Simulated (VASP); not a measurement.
# Ta2N (P-3m1) in VASP: a series of runs

The runs below take Ta2N through single point, with PBEsol.

Program: VASP 6.6.1. These are calculated values, not measurements. Logs are shortened: lines on timing, memory, paths and dates and some standing lists are left out, and cuts for length are marked.

## (1) The cell of the first run

It takes space group P-3m1 (No. 164, trigonal). Conventional cell: a = 3.086 Å, b = 3.086 Å, c = 4.417 Å, α = 90.00°, β = 90.00°, γ = 120.00°. Within 2.9 Å of Ta (site symmetry 3m) lie 3 N at 2.10 Å and 6 Ta at 2.81 to 2.86 Å. Within 2.8 Å of N (site symmetry -3m) lie 6 Ta at 2.10 Å.

## (2) Single point, PBEsol (12.14 Å³/atom)

File INCAR:

```
SYSTEM = Ta2N
PREC = Accurate
ENCUT = 520
EDIFF = 1E-7
ISMEAR = 0
SIGMA = 0.15
LREAL = .FALSE.
LASPH = .TRUE.
NELM = 100
ALGO = Normal
ISIF = 2
LWAVE = .FALSE.
LCHARG = .FALSE.
GGA = PS
NBANDS = 20
```

File KPOINTS:

```
Automatic mesh
0
G
  18 18 10
  0 0 0
```

File POSCAR:

```
Ta2N
1.0
    3.0855259741      0.0000000000      0.0000000000
   -1.5427629871      2.6721438776      0.0000000000
    0.0000000000      0.0000000000      4.4172389846
Ta N
2 1
Direct
    0.6666666667      0.3333333333      0.7463700642
    0.3333333333      0.6666666667      0.2536299358
    0.0000000000      0.0000000000      0.0000000000
```

Potentials or basis: VASP PAW PBE potentials, release 64 (Ta_pv, N).

The run is started by

```console
cat potpaw_PBE.64/Ta_pv/POTCAR potpaw_PBE.64/N/POTCAR > POTCAR
mpirun -np 1 vasp_std > vasp.out
```

OUTCAR:

```text
SYSTEM = Ta2N
   PREC = Accurate
   ENCUT = 520
   EDIFF = 1E-7
   ISMEAR = 0
   LREAL = .FALSE.
   LASPH = .TRUE.
   NELM = 100
   ISIF = 2
   GGA = PS

 ion  position               nearest neighbor table
   1  0.667  0.333  0.746-   3 2.10   3 2.10   3 2.10   2 2.81   2 2.81   2 2.81   2 2.86   2 2.86
                             2 2.86
   2  0.333  0.667  0.254-   3 2.10   3 2.10   3 2.10   1 2.81   1 2.81   1 2.81   1 2.86   1 2.86
                             1 2.86
   3  0.000  0.000  0.000-   1 2.10   2 2.10   1 2.10   2 2.10   1 2.10   2 2.10

  LATTYP: Found a hexagonal cell.
 ALAT       =     3.0855259741
 C/A-ratio  =     1.4316000000

  Lattice vectors:

 A1 = (   3.0855259741,   0.0000000000,   0.0000000000)
 A2 = (  -1.5427629871,   2.6721438776,   0.0000000000)
 A3 = (   0.0000000000,   0.0000000000,   4.4172389846)

Analysis of symmetry for initial positions (statically):
=====================================================================
 Subroutine PRICEL returns:
 Original cell was already a primitive cell.

 Routine SETGRP: Setting up the symmetry group for a
 hexagonal supercell.

 Subroutine GETGRP returns: Found 12 space group operations
 (whereof 12 operations were pure point group operations)
 out of a pool of 24 trial point group operations.

The static configuration has the point symmetry D_3d.

Analysis of symmetry for dynamics (positions and initial velocities):
=====================================================================
 Subroutine PRICEL returns:
 Original cell was already a primitive cell.

 Routine SETGRP: Setting up the symmetry group for a
 hexagonal supercell.

 Subroutine GETGRP returns: Found 12 space group operations
 (whereof 12 operations were pure point group operations)
 out of a pool of 24 trial point group operations.

The dynamic configuration has the point symmetry D_3d.

 Subroutine INISYM returns: Found 12 space group operations
 (whereof 12 operations are pure point group operations),
 and found     1 'primitive' translations

----------------------------------------------------------------------------------------

                                     Primitive cell

  volume of cell :      36.4200

  direct lattice vectors                    reciprocal lattice vectors
     3.085525974  0.000000000  0.000000000     0.324093853  0.187115673  0.000000000
    -1.542762987  2.672143878  0.000000000     0.000000000  0.374231346  0.000000000
     0.000000000  0.000000000  4.417238985     0.000000000  0.000000000  0.226385759

  length of vectors
     3.085525974  3.085525974  4.417238985     0.374231346  0.374231346  0.226385759

  position of ions in fractional coordinates (direct lattice)
     0.666666667  0.333333333  0.746370064
     0.333333333  0.666666667  0.253629936
     0.000000000  0.000000000  0.000000000

  ion indices of the primitive-cell ions
   primitive index   ion index
                 1           1
                 2           2
                 3           3

----------------------------------------------------------------------------------------

 KPOINTS: Automatic mesh

Automatic generation of k-mesh.
 Grid dimensions read from file:
 generate k-points for:   18   18   10

 Generating k-lattice:

  Cartesian coordinates                     Fractional coordinates (reciprocal lattice)
     0.018005214  0.010395315  0.000000000     0.055555556  0.000000000  0.000000000
     0.000000000  0.020790630  0.000000000     0.000000000  0.055555556  0.000000000
     0.000000000  0.000000000  0.022638576     0.000000000  0.000000000  0.100000000

  Length of vectors
     0.020790630  0.020790630  0.022638576

  Shift w.r.t. Gamma in fractional coordinates (k-lattice)
     0.000000000  0.000000000  0.000000000

 Subroutine IBZKPT returns following result:
 ===========================================

 Found    330 irreducible k-points:

 Following reciprocal coordinates:
            Coordinates               Weight
  0.000000  0.000000  0.000000      1.000000
  0.055556  0.000000  0.000000      6.000000
  0.111111  0.000000  0.000000      6.000000
  0.166667  0.000000  0.000000      6.000000
  0.222222  0.000000  0.000000      6.000000
  0.277778  0.000000  0.000000      6.000000
[... 16 lines left out ...]
  0.333333  0.111111  0.000000     12.000000
  0.388889  0.111111  0.000000     12.000000
 [... further k-points ...]
   k-points           NKPTS =    330   k-points in BZ     NKDIM =    330   number of bands    NBANDS=     20
   number of dos      NEDOS =    301   number of ions     NIONS =      3
   total plane-waves  NPLWV =  20736
   dimension x,y,z NGX =    24 NGY =   24 NGZ =   36
   dimension x,y,z NGXF=    48 NGYF=   48 NGZF=   72
   ions per type =               2   1
   NGX,Y,Z   is equivalent  to a cutoff of  12.93, 12.93, 13.55 a.u.
   NGXF,Y,Z  is equivalent  to a cutoff of  25.86, 25.86, 27.10 a.u.
 SYSTEM =  Ta2N
   PREC   = accura    normal or accurate (medium, high low for compatibility)
   ISTART =      0    job   : 0-new  1-cont  2-samecut
   ICHARG =      2    charge: 1-file 2-atom 10-const
   ISPIN  =      1    spin polarized calculation?
   LNONCOLLINEAR =      F non collinear calculations
   LSORBIT =      F    spin-orbit coupling
   LASPH  =      T    aspherical Exc in radial PAW
   ENCUT  =  520.0 eV  38.22 Ry    6.18 a.u.   5.74  5.74  8.21*2*pi/ulx,y,z
   NELM   =    100;   NELMIN=  2; NELMDL= -5     # of ELM steps
   EDIFF  = 0.1E-06   stopping-criterion for ELM
   LREAL  =      F    real-space projection
   EDIFFG = 0.1E-05   stopping-criterion for IOM
   NSW    =      0    number of steps for IOM
   IBRION =     -1    ionic relax: 0-MD 1-quasi-New 2-CG
   NFREE  =      0    steps in history (QN), initial steepest desc. (CG)
   ISIF   =      2    stress and relaxation
   ISYM   =      2    0-nonsym 1-usesym 2-fastsym
   POTIM  = 0.5000    time-step for ionic-motion
   TEBEG  =    0.0;   TEEND  =   0.0 temperature during run
   PSTRESS=    0.0 pullay stress
   NELECT =      27.0000    total number of electrons
   NUPDOWN=      -1.0000    fix difference up-down
   EMIN   =  10.00;   EMAX   =-10.00  energy-range for DOS
   EFERMI =   0.00;   METHOD = LEGACY
   ISMEAR =     0;   SIGMA  =   0.15  broadening in eV -4-tet -1-fermi 0-gaus
   EFERMI_NEDOS =   21; number of points for ismear=-14 and -15
   IALGO  =     38    algorithm
   IMIX   =      4    mixing-type and parameters
     AMIX     =   0.40;   BMIX     =  1.00
     AMIX_MAG =   1.60;   BMIX_MAG =  1.00
  volume/ion in A,a.u.               =      12.14        81.92
  Fermi-wavevector in a.u.,A,eV,Ry     =   1.481663  2.799937 29.869214  2.195325
  Thomas-Fermi vector in A             =   2.595545
   LORBIT       =      0    0 simple, 1 ext, 2 COOP (PROOUT), +10 PAW based schemes
   GGA     = PS    functional components
   LHFCALC =     F    Hartree Fock is set to
   AEXX    =    0.0000 exact exchange contribution
   IVDW    =     0    specifies the selected vdW correction
   LEPSILON=     F    determine dielectric tensor
   LRPA    =     F    only Hartree local field effects (RPA)
 non-spin polarized calculation
 Gauss-broadening in eV      SIGMA  =   0.15
  energy-cutoff  :      520.00
  volume of cell :       36.42
 maximum number of plane-waves:      1000
 NGX is ok and might be reduce to    24
   NGX = 11   NGY = 11   NGZ = 17

 number of electron      27.0000002 magnetization

 Free energy of the ion-electron system (eV)
  ---------------------------------------------------
  ext. energy  EPLUGINS =         0.00000000
  ---------------------------------------------------
  free energy    TOTEN  =       -36.02525874 eV

  energy without entropy =      -36.01548819  energy(sigma->0) =      -36.02037347

 E-fermi :   8.3031     XC(G=0): -13.5851

 val. band max:        8.3018699211   @ k =   0.2222   0.0556   0.4000
 cond. band min:       8.3061018079   @ k =   0.2222   0.1111   0.0000
 fundamental gap:      0.0042318868
 Fermi energy:         8.3031306694

 k-point     1 :       0.0000    0.0000    0.0000
  band No.  band energies     occupation
      1     -27.3326      2.00000
      2     -26.3202      2.00000
      3     -26.3202      2.00000
      4     -26.0444      2.00000
      5     -26.0444      2.00000
      6     -25.7020      2.00000
[... 12 lines left out ...]
     19       9.7531      0.00000
     20      14.6377      0.00000

 k-point     2 :       0.0556    0.0000    0.0000
  band No.  band energies     occupation
      1     -27.3191      2.00000
      2     -26.3423      2.00000
      3     -26.3305      2.00000
      4     -26.0675      2.00000
      5     -26.0437      2.00000
      6     -25.7100      2.00000
[... 12 lines left out ...]
     19       9.9978      0.00000
     20      14.6897      0.00000

 k-point     3 :       0.1111    0.0000    0.0000
  band No.  band energies     occupation
      1     -27.2793      2.00000
      2     -26.4064      2.00000
      3     -26.3588      2.00000
      4     -26.1324      2.00000
      5     -26.0429      2.00000
      6     -25.7342      2.00000
[... 12 lines left out ...]
     19      10.7445      0.00000
     20      14.6968      0.00000

 k-point     4 :       0.1667    0.0000    0.0000
  band No.  band energies     occupation
      1     -27.2154      2.00000
      2     -26.5059      2.00000
      3     -26.3996      2.00000
      4     -26.2270      2.00000
      5     -26.0441      2.00000
      6     -25.7742      2.00000
[... 429 lines left out ...]
 k-point    23 :       0.3333    0.1111    0.0000
  band No.  band energies     occupation
      1     -26.9998      2.00000
      2     -26.7680      2.00000
      3     -26.6738      2.00000
      4     -26.5315      2.00000
      5     -26.1269      2.00000
      6     -26.0826      2.00000
[... 12 lines left out ...]
     19      13.7161      0.00000
     20      14.2259      0.00000

 k-point    24 :       0.3889    0.1111    0.0000
  band No.  band energies     occupation
      1     -27.0591      2.00000
      2     -26.6942      2.00000
      3     -26.6663      2.00000
      4     -26.5931      2.00000
      5     -26.1562      2.00000
      6     -26.1325      2.00000
[... 12 lines left out ...]
     19      13.5072      0.00000
     20      14.3083      0.00000

 [... further k-points ...]

------------------------ aborting loop because EDIFF is reached ----------------------------------------

  FORCE on cell =-STRESS in cart. coord.  units (eV):
  Direction    XX          YY          ZZ          XY          YZ          ZX
  --------------------------------------------------------------------------------------
  -------------------------------------------------------------------------------------
  Total        5.2193835      5.2193835     11.3739614     -0.0000000      0.0000000     -0.0000000
  in kB      229.6094987    229.6094987    500.3597762     -0.0000000      0.0000000     -0.0000000
  external PRESSURE =     319.8595912 kB  Pullay stress =       0.0000000 kB

 VOLUME and BASIS-vectors are now :
 -----------------------------------------------------------------------------
  energy-cutoff  :      520.00
  volume of cell :       36.42
      direct lattice vectors                 reciprocal lattice vectors
     3.085525974  0.000000000  0.000000000     0.324093853  0.187115673  0.000000000
    -1.542762987  2.672143878  0.000000000     0.000000000  0.374231346  0.000000000
     0.000000000  0.000000000  4.417238985     0.000000000  0.000000000  0.226385759

 POSITION                                       TOTAL-FORCE (eV/Angst)
 -----------------------------------------------------------------------------------
      1.54276      0.89071      3.29689         0.000000     -0.000000      0.110289
     -0.00000      1.78143      1.12034        -0.000000      0.000000     -0.110289
      0.00000      0.00000      0.00000         0.000000      0.000000      0.000000
 -----------------------------------------------------------------------------------
    total drift:                                0.000000     -0.000000      0.000000

  FREE ENERGIE OF THE ION-ELECTRON SYSTEM (eV)
  ---------------------------------------------------
  free  energy   TOTEN  =       -36.0252587447 eV

  energy  without entropy=      -36.0154881868  energy(sigma->0) =      -36.02037347
```

It took 2.1 min on 1 thread of AMD EPYC 9R45 (Zen 5), shared host; peak memory 0.29 GiB.

Results:

```
Free energy            : -36.0253 eV
Pressure               : 32.0 GPa
Largest force          : 0.110 eV/Å
Band gap on the k mesh : zero (an odd number of electrons rules out a gap without spin polarisation)
```

Forces in eV/Å, atoms in the order of the input:
```
Ta   0.000  0.000  0.110
Ta   0.000  0.000 -0.110
N    0.000  0.000  0.000
```

Levels at points of the mesh, in eV from the Fermi level:
```tsv
k point	band 11	band 12	band 13	band 14	band 15	band 16
(0.00, 0.00, 0.00)	-4.51	-0.28	-0.28	-0.17	-0.17	0.23
(0.50, 0.00, 0.00)	-5.08	-2.83	-1.30	1.52	3.24	4.18
(0.00, 0.00, 0.50)	-2.36	-2.03	-1.71	-1.71	2.44	2.51
(0.50, 0.00, 0.50)	-3.24	-2.13	-1.98	0.34	0.62	3.11
```

Caveat: the cell stands under pressure; the PAW data sets were made with another functional, which shifts forces and pressure a little; spin-orbit coupling is left out, which moves the levels of the heavy elements.

## (3) Single point, PBEsol (12.14 Å³/atom)

File INCAR:

```
ALGO     = Normal         # electronic algorithm
EDIFF    = 1E-6           # SCF threshold, eV
ENCUT    = 520            # plane-wave cutoff, eV
GGA      = PS             # functional
ISIF     = 2              # what is computed and relaxed
ISMEAR   = 0              # smearing method
LASPH    = T              # aspherical terms in the spheres
LCHARG   = F              # write CHGCAR
LREAL    = F              # projectors in reciprocal space
LWAVE    = F              # write WAVECAR
NBANDS   = 20             # bands
NELM     = 100            # most SCF steps
PREC     = Accurate       # precision mode
SIGMA    = 0.15           # smearing width, eV
```

File KPOINTS:

```
k-points
0
Gamma
  18 18 10
```

File POSCAR:

```
Ta2N
1.0
    2.9050122495      0.0000000000      0.0000000000
   -1.4525061247      2.5158144064      0.0000000000
    0.0000000000      0.0000000000      4.9832580128
Ta N
2 1
Direct
    0.6666666667      0.3333333333      0.7463700642
    0.3333333333      0.6666666667      0.2536299358
    0.0000000000      0.0000000000      0.0000000000
```

Potentials or basis: VASP PAW PBE potentials, release 64 (Ta_pv, N).

The run is started by

```console
cat potpaw_PBE.64/Ta_pv/POTCAR potpaw_PBE.64/N/POTCAR > POTCAR
mpirun -np 1 vasp_std > vasp.out
```

It took 2 min on 1 thread of AMD EPYC 9R45 (Zen 5), shared host; peak memory 0.3 GiB.

The run converged. Its results:

| Item | Value |
| --- | --- |
| Free energy | -36.0473 eV |
| Pressure | 32.2 GPa |
| Largest force | 1.548 eV/Å |
| Band gap on the k mesh | zero (an odd number of electrons rules out a gap without spin polarisation) |

Forces on the atoms (eV/Å):
```
Ta   0.000  0.000 -1.548
Ta   0.000  0.000  1.548
N    0.000  0.000  0.000
```

Stress tensor (GPa, compression positive):
```
39.81  0.00  0.00
 0.00 39.81  0.00
 0.00  0.00 16.92
```

Levels at points of the mesh, in eV from the Fermi level:
| k point | band 9 | band 10 | band 11 | band 12 | band 13 | band 14 | band 15 | band 16 | band 17 | band 18 |
| --- | --- | --- | --- | --- | --- | --- | --- | --- | --- | --- |
| (0.00, 0.00, 0.00) | -6.13 | -6.13 | -4.99 | -1.59 | -0.21 | -0.21 | 0.28 | 1.16 | 1.16 | 1.49 |
| (0.50, 0.00, 0.00) | -7.37 | -6.58 | -5.15 | -2.37 | -0.96 | 0.91 | 3.18 | 4.46 | 4.85 | 4.96 |
| (0.00, 0.00, 0.50) | -6.27 | -6.27 | -3.70 | -2.96 | -0.82 | -0.82 | 1.55 | 2.68 | 2.68 | 2.74 |
| (0.50, 0.00, 0.50) | -7.51 | -6.32 | -4.02 | -1.92 | -1.84 | -0.53 | 1.35 | 4.78 | 4.98 | 5.01 |

Caveat: the cell stands under pressure; the PAW data sets were made with another functional, which shifts forces and pressure a little; spin-orbit coupling is left out, which moves the levels of the heavy elements.

## (4) Single point, PBEsol (12.40 Å³/atom)

This run uses another cell than the first one, of 12.40 Å³/atom.

File INCAR:

```
SYSTEM = Ta2N
PREC = Accurate ; ENCUT = 520
EDIFF = 1E-6 ; ISMEAR = 0
SIGMA = 0.15 ; LREAL = .FALSE.
LASPH = .TRUE. ; NELM = 80
ALGO = Normal ; ISIF = 2
LWAVE = .FALSE. ; LCHARG = .FALSE.
GGA = PS ; NBANDS = 20
```

File KPOINTS:

```
Automatic mesh
0
G
  18 18 10
  0 0 0
```

File POSCAR:

```
Ta2N
1.0
    2.8966647093      0.0000000000      0.0000000000
   -1.4483323546      2.5085852245      0.0000000000
    0.0000000000      0.0000000000      5.1210135395
Ta N
2 1
Direct
    0.6666666667      0.3333333333      0.7463700642
    0.3333333333      0.6666666667      0.2536299358
    0.0000000000      0.0000000000      0.0000000000
```

The run is started by

```console
cat potpaw_PBE.64/Ta_pv/POTCAR potpaw_PBE.64/N/POTCAR > POTCAR
mpirun -np 1 vasp_std > vasp.out
```

Run time: 2.2 min. Hardware: 1 thread of AMD EPYC 9R45 (Zen 5), shared host; peak memory 0.31 GiB.

Results (log left out):

```
Free energy            : -36.0667 eV
Pressure               : 24.0 GPa
Largest force          : 1.508 eV/Å
Band gap on the k mesh : zero (an odd number of electrons rules out a gap without spin polarisation)
```

Forces on the atoms (eV/Å):
```
Ta   0.000  0.000 -1.508
Ta   0.000  0.000  1.508
N    0.000  0.000  0.000
```

Stress tensor (GPa, compression positive):
```
33.64  0.00  0.00
 0.00 33.64  0.00
 0.00  0.00  4.86
```

Levels at points of the mesh, in eV from the Fermi level:
```
           k point  band 10  band 11  band 12  band 13  band 14  band 15  band 16  band 17
(0.00, 0.00, 0.00)    -5.75    -5.05    -1.73    -0.14    -0.14     0.22     1.46     1.46
(0.50, 0.00, 0.00)    -6.25    -4.98    -2.22    -0.85     0.54     3.41     4.25     4.66
(0.00, 0.00, 0.50)    -5.86    -3.80    -2.98    -0.63    -0.63     1.32     2.52     2.52
(0.50, 0.00, 0.50)    -6.03    -3.98    -1.85    -1.72    -0.58     1.50     4.77     4.96
```

Caveat: the cell stands under pressure; the PAW data sets were made with another functional, which shifts forces and pressure a little; spin-orbit coupling is left out, which moves the levels of the heavy elements.

(Part 1 of 2 ends here.)
